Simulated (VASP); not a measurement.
# KB3H8 (Cmcm) in VASP: single point with PBE

Aim: the single point of KB3H8 with PBE.

Program: VASP 6.6.1. These are calculated values, not measurements. Logs are shortened: lines on timing, memory, paths and dates and some standing lists are left out, and cuts for length are marked.

## (1) The cell of the first run

Symmetry: Cmcm, No. 63, orthorhombic system. The conventional cell has a = 7.426 Å, b = 8.081 Å, c = 8.196 Å, α = 90.00°, β = 90.00°, γ = 90.00°. K (site symmetry m2m) has 18 H at 2.96 to 3.31 Å and 7 B at 3.23 to 3.76 Å within 3.9 Å. B (site symmetry m) has 3 H at 1.21 to 1.27 Å within 1.6 Å. B (site symmetry m2m) has 4 H at 1.21 to 1.47 Å within 1.6 Å. Within 1.6 Å of H (site symmetry 1) lie 1 B at 1.21 Å. H (site symmetry m) has 2 B at 1.27 to 1.47 Å within 1.7 Å. H (site symmetry m) has 1 B at 1.21 Å within 1.6 Å.

## (2) Single point, PBE

INCAR reads:

```
SYSTEM = KB3H8
PREC     = Accurate       ! precision mode
ENCUT    = 520            ! plane-wave cutoff, eV
EDIFF    = 1E-6           ! SCF threshold, eV
ISMEAR   = -1             ! smearing method
SIGMA    = 0.05           ! smearing width, eV
LREAL    = Auto         
LASPH    = .True.         ! aspherical terms in the spheres
NELM     = 100            ! most SCF steps
ALGO     = Normal         ! electronic algorithm
ISIF     = 2              ! what is computed and relaxed
LWAVE    = .False.        ! write WAVECAR
LCHARG   = .False.        ! write CHGCAR
GGA      = PE             ! functional
NBANDS   = 44             ! bands
```

KPOINTS reads:

```
Automatic mesh
0
Gamma
  5 5 4
  0 0 0
```

POSCAR reads:

```
KB3H8
1.0
    3.7128150000     -4.0404300000      0.0000000000
    3.7128150000      4.0404300000      0.0000000000
    0.0000000000      0.0000000000      8.1959500000
K B H
2 6 16
Direct
    0.6654514242      0.3345485758      0.7500000000
    0.3345485758      0.6654514242      0.2500000000
    0.2805511384      0.7194488616      0.6403502566
    0.7194488616      0.2805511384      0.1403502566
    0.7194488616      0.2805511384      0.3596497434
    0.2805511384      0.7194488616      0.8596497434
    0.0911664064      0.9088335936      0.7500000000
    0.9088335936      0.0911664064      0.2500000000
    0.2028993698      0.5206490863      0.5890172102
    0.7971006302      0.4793509137      0.0890172102
    0.5206490863      0.2028993698      0.4109827898
    0.4793509137      0.7971006302      0.9109827898
    0.7971006302      0.4793509137      0.4109827898
    0.2028993698      0.5206490863      0.9109827898
    0.4793509137      0.7971006302      0.5890172102
    0.5206490863      0.2028993698      0.0890172102
    0.1374436733      0.8625563267      0.5769690025
    0.8625563267      0.1374436733      0.0769690025
    0.8625563267      0.1374436733      0.4230309975
    0.1374436733      0.8625563267      0.9230309975
    0.8729317429      0.8531347148      0.7500000000
    0.1270682571      0.1468652852      0.2500000000
    0.8531347148      0.8729317429      0.2500000000
    0.1468652852      0.1270682571      0.7500000000
```

Potentials or basis: VASP PAW PBE potentials, release 64 (K_sv, B, H).

Run with:

```sh
> cat potpaw_PBE.64/K_sv/POTCAR potpaw_PBE.64/B/POTCAR potpaw_PBE.64/H/POTCAR > POTCAR
> mpirun -np 1 vasp_std > vasp.out
```

OUTCAR:

```text
SYSTEM = KB3H8
   PREC = Accurate
   ENCUT = 520
   EDIFF = 1E-6
   ISMEAR = -1
   LREAL = Auto
   LASPH = .True.
   NELM = 100
   ISIF = 2
   GGA = PE

 ion  position               nearest neighbor table
   1  0.665  0.335  0.750-
   2  0.335  0.665  0.250-
   3  0.281  0.719  0.640-   9 1.21  15 1.21  17 1.27   7 1.77   6 1.80
   4  0.719  0.281  0.140-  10 1.21  16 1.21  18 1.27   8 1.77   5 1.80
   5  0.719  0.281  0.360-  11 1.21  13 1.21  19 1.27   8 1.77   4 1.80
   6  0.281  0.719  0.860-  12 1.21  14 1.21  20 1.27   7 1.77   3 1.80
   7  0.091  0.909  0.750-  21 1.21  24 1.21  17 1.47  20 1.47   3 1.77   6 1.77
   8  0.909  0.091  0.250-  22 1.21  23 1.21  18 1.47  19 1.47   4 1.77   5 1.77
   9  0.203  0.521  0.589-   3 1.21
  10  0.797  0.479  0.089-   4 1.21
  11  0.521  0.203  0.411-   5 1.21
  12  0.479  0.797  0.911-   6 1.21
  13  0.797  0.479  0.411-   5 1.21
  14  0.203  0.521  0.911-   6 1.21
  15  0.479  0.797  0.589-   3 1.21
  16  0.521  0.203  0.089-   4 1.21
  17  0.137  0.863  0.577-   3 1.27   7 1.47
  18  0.863  0.137  0.077-   4 1.27   8 1.47
  19  0.863  0.137  0.423-   5 1.27   8 1.47
  20  0.137  0.863  0.923-   6 1.27   7 1.47
  21  0.873  0.853  0.750-   7 1.21
  22  0.127  0.147  0.250-   8 1.21
  23  0.853  0.873  0.250-   8 1.21
  24  0.147  0.127  0.750-   7 1.21

  LATTYP: Found a base centered orthorhombic cell.
 ALAT       =     7.4256300000
 B/A-ratio  =     1.0882389777
 C/A-ratio  =     1.1037379993

  Lattice vectors:

 A1 = (   3.7128150000,  -4.0404300000,   0.0000000000)
 A2 = (   3.7128150000,   4.0404300000,   0.0000000000)
 A3 = (   0.0000000000,   0.0000000000,   8.1959500000)

Analysis of symmetry for initial positions (statically):
=====================================================================
 Subroutine PRICEL returns:
 Original cell was already a primitive cell.

 Routine SETGRP: Setting up the symmetry group for a
 base centered orthorhombic supercell.

 Subroutine GETGRP returns: Found  8 space group operations
 (whereof  4 operations were pure point group operations)
 out of a pool of  8 trial point group operations.

The static configuration has the point symmetry C_2h.
 The point group associated with its full space group is D_2h.

Analysis of symmetry for dynamics (positions and initial velocities):
=====================================================================
 Subroutine PRICEL returns:
 Original cell was already a primitive cell.

 Routine SETGRP: Setting up the symmetry group for a
 base centered orthorhombic supercell.

 Subroutine GETGRP returns: Found  8 space group operations
 (whereof  4 operations were pure point group operations)
 out of a pool of  8 trial point group operations.

The dynamic configuration has the point symmetry C_2h.
 The point group associated with its full space group is D_2h.

 Subroutine INISYM returns: Found  8 space group operations
 (whereof  4 operations are pure point group operations),
 and found     1 'primitive' translations

----------------------------------------------------------------------------------------

                                     Primitive cell

  volume of cell :     245.9009

  direct lattice vectors                    reciprocal lattice vectors
     3.712815000 -4.040430000  0.000000000     0.134668708 -0.123749205  0.000000000
     3.712815000  4.040430000  0.000000000     0.134668708  0.123749205  0.000000000
     0.000000000  0.000000000  8.195950000     0.000000000  0.000000000  0.122011481

  length of vectors
     5.487264328  5.487264328  8.195950000     0.182892118  0.182892118  0.122011481

  position of ions in fractional coordinates (direct lattice)
     0.665451424  0.334548576  0.750000000
     0.334548576  0.665451424  0.250000000
     0.280551138  0.719448862  0.640350257
     0.719448862  0.280551138  0.140350257
     0.719448862  0.280551138  0.359649743
     0.280551138  0.719448862  0.859649743
[... 16 lines left out ...]
     0.853134715  0.872931743  0.250000000
     0.146865285  0.127068257  0.750000000

  ion indices of the primitive-cell ions
   primitive index   ion index
                 1           1
                 2           2
                 3           3
                 4           4
                 5           5
                 6           6
[... 16 lines left out ...]
                23          23
                24          24

----------------------------------------------------------------------------------------

 KPOINTS: Automatic mesh

Automatic generation of k-mesh.
 Grid dimensions read from file:
 generate k-points for:    5    5    4

 Generating k-lattice:

  Cartesian coordinates                     Fractional coordinates (reciprocal lattice)
     0.026933742 -0.024749841  0.000000000     0.200000000  0.000000000  0.000000000
     0.026933742  0.024749841  0.000000000     0.000000000  0.200000000  0.000000000
     0.000000000  0.000000000  0.030502870     0.000000000  0.000000000  0.250000000

  Length of vectors
     0.036578424  0.036578424  0.030502870

  Shift w.r.t. Gamma in fractional coordinates (k-lattice)
     0.000000000  0.000000000  0.000000000

 Subroutine IBZKPT returns following result:
 ===========================================

 Found     27 irreducible k-points:

 Following reciprocal coordinates:
            Coordinates               Weight
  0.000000  0.000000  0.000000      1.000000
  0.200000  0.000000  0.000000      4.000000
  0.400000  0.000000  0.000000      4.000000
  0.200000  0.200000  0.000000      2.000000
  0.400000  0.200000  0.000000      4.000000
 -0.400000  0.200000  0.000000      4.000000
[... 16 lines left out ...]
  0.400000  0.200000  0.500000      4.000000
 -0.400000  0.200000  0.500000      4.000000
 [... further k-points ...]
   k-points           NKPTS =     27   k-points in BZ     NKDIM =     27   number of bands    NBANDS=     44
   number of dos      NEDOS =    301   number of ions     NIONS =     24
   total plane-waves  NPLWV = 112896
   dimension x,y,z NGX =    42 NGY =   42 NGZ =   64
   dimension x,y,z NGXF=    84 NGYF=   84 NGZF=  128
   ions per type =               2   6  16
   NGX,Y,Z   is equivalent  to a cutoff of  12.72, 12.72, 12.98 a.u.
   NGXF,Y,Z  is equivalent  to a cutoff of  25.45, 25.45, 25.96 a.u.
 SYSTEM =  KB3H8
   PREC   = accura    normal or accurate (medium, high low for compatibility)
   ISTART =      0    job   : 0-new  1-cont  2-samecut
   ICHARG =      2    charge: 1-file 2-atom 10-const
   ISPIN  =      1    spin polarized calculation?
   LNONCOLLINEAR =      F non collinear calculations
   LSORBIT =      F    spin-orbit coupling
   LASPH  =      T    aspherical Exc in radial PAW
   ENCUT  =  520.0 eV  38.22 Ry    6.18 a.u.  10.20 10.20 15.24*2*pi/ulx,y,z
   NELM   =    100;   NELMIN=  2; NELMDL= -5     # of ELM steps
   EDIFF  = 0.1E-05   stopping-criterion for ELM
   LREAL  =      T    real-space projection
   EDIFFG = 0.1E-04   stopping-criterion for IOM
   NSW    =      0    number of steps for IOM
   IBRION =     -1    ionic relax: 0-MD 1-quasi-New 2-CG
   NFREE  =      0    steps in history (QN), initial steepest desc. (CG)
   ISIF   =      2    stress and relaxation
   ISYM   =      2    0-nonsym 1-usesym 2-fastsym
   POTIM  = 0.5000    time-step for ionic-motion
   TEBEG  =    0.0;   TEEND  =   0.0 temperature during run
   PSTRESS=    0.0 pullay stress
   NELECT =      52.0000    total number of electrons
   NUPDOWN=      -1.0000    fix difference up-down
   EMIN   =  10.00;   EMAX   =-10.00  energy-range for DOS
   EFERMI =   0.00;   METHOD = LEGACY
   ISMEAR =    -1;   SIGMA  =   0.05  broadening in eV -4-tet -1-fermi 0-gaus
   EFERMI_NEDOS =   21; number of points for ismear=-14 and -15
   IALGO  =     38    algorithm
   IMIX   =      4    mixing-type and parameters
     AMIX     =   0.40;   BMIX     =  1.00
     AMIX_MAG =   1.60;   BMIX_MAG =  1.00
  volume/ion in A,a.u.               =      10.25        69.14
  Fermi-wavevector in a.u.,A,eV,Ry     =   0.975340  1.843125 12.943051  0.951287
  Thomas-Fermi vector in A             =   2.105871
   LORBIT       =      0    0 simple, 1 ext, 2 COOP (PROOUT), +10 PAW based schemes
   GGA     = PE    functional components
   LHFCALC =     F    Hartree Fock is set to
   AEXX    =    0.0000 exact exchange contribution
   IVDW    =     0    specifies the selected vdW correction
   LEPSILON=     F    determine dielectric tensor
   LRPA    =     F    only Hartree local field effects (RPA)
 non-spin polarized calculation
  energy-cutoff  :      520.00
  volume of cell :      245.90
 maximum number of plane-waves:      6645
 NGX is ok and might be reduce to    42
   NGX = 21   NGY = 21   NGZ = 31

 number of electron      52.0000000 magnetization

 Free energy of the ion-electron system (eV)
  ---------------------------------------------------
  ext. energy  EPLUGINS =         0.00000000
  ---------------------------------------------------
  free energy    TOTEN  =      -101.94344394 eV

  energy without entropy =     -101.94344394  energy(sigma->0) =     -101.94344394

 E-fermi :  -1.5185     XC(G=0):  -7.5744

 val. band max:       -2.6323751726   @ k =  -0.4000   0.4000   0.0000
 cond. band min:       3.0947894112   @ k =  -0.4000   0.4000   0.5000
 fundamental gap:      5.7271645837
 Fermi energy:        -1.5185136766

 k-point     1 :       0.0000    0.0000    0.0000
  band No.  band energies     occupation
      1     -30.6906      2.00000
      2     -30.6895      2.00000
      3     -14.1982      2.00000
      4     -14.1835      2.00000
      5     -14.1821      2.00000
      6     -14.1810      2.00000
[... 30 lines left out ...]
     37       6.0435      0.00000
     38       6.2550      0.00000

 k-point     2 :       0.2000    0.0000    0.0000
  band No.  band energies     occupation
      1     -30.6905      2.00000
      2     -30.6895      2.00000
      3     -14.1954      2.00000
      4     -14.1936      2.00000
      5     -14.1879      2.00000
      6     -14.1816      2.00000
[... 894 lines left out ...]
 k-point    24 :      -0.4000    0.2000    0.5000
  band No.  band energies     occupation
      1     -30.6898      2.00000
      2     -30.6898      2.00000
      3     -14.2127      2.00000
      4     -14.2127      2.00000
      5     -14.1860      2.00000
      6     -14.1860      2.00000
[... 30 lines left out ...]
     37       6.0562      0.00000
     38       6.0562      0.00000

 [... further k-points ...]

 [bands above 38 left out]

------------------------ aborting loop because EDIFF is reached ----------------------------------------

  FORCE on cell =-STRESS in cart. coord.  units (eV):
  Direction    XX          YY          ZZ          XY          YZ          ZX
  --------------------------------------------------------------------------------------
  -------------------------------------------------------------------------------------
  Total        0.2191572      0.0554418     -0.1253522      0.0000000      0.0000000      0.0000000
  in kB        1.4279273      0.3612331     -0.8167373      0.0000000      0.0000000      0.0000000
  external PRESSURE =       0.3241410 kB  Pullay stress =       0.0000000 kB

 VOLUME and BASIS-vectors are now :
 -----------------------------------------------------------------------------
  energy-cutoff  :      520.00
  volume of cell :      245.90
      direct lattice vectors                 reciprocal lattice vectors
     3.712815000 -4.040430000  0.000000000     0.134668708 -0.123749205  0.000000000
     3.712815000  4.040430000  0.000000000     0.134668708  0.123749205  0.000000000
     0.000000000  0.000000000  8.195950000     0.000000000  0.000000000  0.122011481

 POSITION                                       TOTAL-FORCE (eV/Angst)
 -----------------------------------------------------------------------------------
      3.71281     -1.33699      6.14696        -0.000000      0.014723     -0.000000
      3.71281      1.33699      2.04899        -0.000000     -0.014723      0.000000
      3.71281      1.77334      5.24828        -0.000000      0.002551      0.001068
      3.71281     -1.77334      1.15030        -0.000000     -0.002551      0.001068
      3.71281     -1.77334      2.94767        -0.000000     -0.002551     -0.001068
      3.71281      1.77334      7.04565        -0.000000      0.002551     -0.001068
[... 16 lines left out ...]
      6.40857      0.07999      2.04899        -0.006766     -0.002122      0.000000
      1.01706     -0.07999      6.14696         0.006766      0.002122      0.000000
 -----------------------------------------------------------------------------------
    total drift:                               -0.000000     -0.000000      0.000000

  FREE ENERGIE OF THE ION-ELECTRON SYSTEM (eV)
  ---------------------------------------------------
  free  energy   TOTEN  =      -101.9434439370 eV

  energy  without entropy=     -101.9434439369  energy(sigma->0) =     -101.94344394
```

It took 4.6 min on 1 thread of AMD EPYC 9R45 (Zen 5), shared host; peak memory 0.38 GiB.

What came out:

```yaml
Free_energy: -101.9434 eV
Pressure: 0.0 GPa
Largest_force: 0.015 eV/Å
Band_gap_on_the_k_mesh: 5.73 eV, indirect (least direct gap 5.93 eV)
```

Forces on the atoms (eV/Å):
```
K    0.000  0.015  0.000
K    0.000 -0.015  0.000
B    0.000  0.003  0.001
B    0.000 -0.003  0.001
B    0.000 -0.003 -0.001
B    0.000  0.003 -0.001
B    0.000 -0.001  0.000
B    0.000  0.001  0.000
H   -0.006 -0.009 -0.001
H    0.006  0.009 -0.001
H   -0.006  0.009  0.001
H    0.006 -0.009  0.001
H    0.006  0.009  0.001
H   -0.006 -0.009  0.001
H    0.006 -0.009 -0.001
H   -0.006  0.009 -0.001
H    0.000  0.006  0.011
H    0.000 -0.006  0.011
H    0.000 -0.006 -0.011
H    0.000  0.006 -0.011
H   -0.007  0.002  0.000
H    0.007 -0.002  0.000
H   -0.007 -0.002  0.000
H    0.007  0.002  0.000
```

A k mesh can miss the band edges. Expect the measured gap to be larger: semilocal functionals such as PBE lack the derivative discontinuity.
